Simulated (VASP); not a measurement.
The system is Fe.

```
Fe
1.0
     2.33426    0.00000    0.00000
     0.00000    2.33426    0.00000
     0.00000    0.00000    2.33426
Fe
1
Direct
  0.00000 0.00000 0.00000
```

| Property | Result |
| --- | --- |
| Program | VASP 6.6.1 |
| Task | relaxation of cell and atoms |
| Functional | revPBE |
| Potentials or basis | VASP PAW PBE potentials, release 64 (Fe) |
| Cutoff | 600 eV |
| k mesh | 13 × 13 × 13 |
| Occupations | fermi-dirac, width 0.05 eV |
| Spin | collinear spin, ferromagnetic start |
| Starting moments | [2.5] μB |

At the start: pressure 10.3 GPa; volume 12.72 Å³/atom.

Q: How do energy, volume and symmetry change on relaxing?

A: Over 3 steps the energy falls by 27.4 meV/atom and the volume is 13.65 Å³/atom (+7.3 %); space group Pm-3m (No. 221, to 0.05 Å); moment 2.47 μB per cell.

Step by step:
| step | energy change (eV) | largest force (eV/Å) | pressure (GPa) | volume (Å³) |
| --- | --- | --- | --- | --- |
| 1 | 0.0000 | 0.0000 | 10.26 | 12.72 |
| 2 | -0.0178 | 0.0000 | -4.39 | 14.28 |
| 3 | -0.0274 | 0.0000 | -0.06 | 13.65 |

Final structure:
```
Fe
1.0
     2.38962    0.00000    0.00000
     0.00000    2.38962    0.00000
     0.00000    0.00000    2.38962
Fe
1
Cartesian
  0.0000 0.0000 0.0000
```

Caveat: the PAW data sets were made with another functional, which shifts forces and pressure a little.
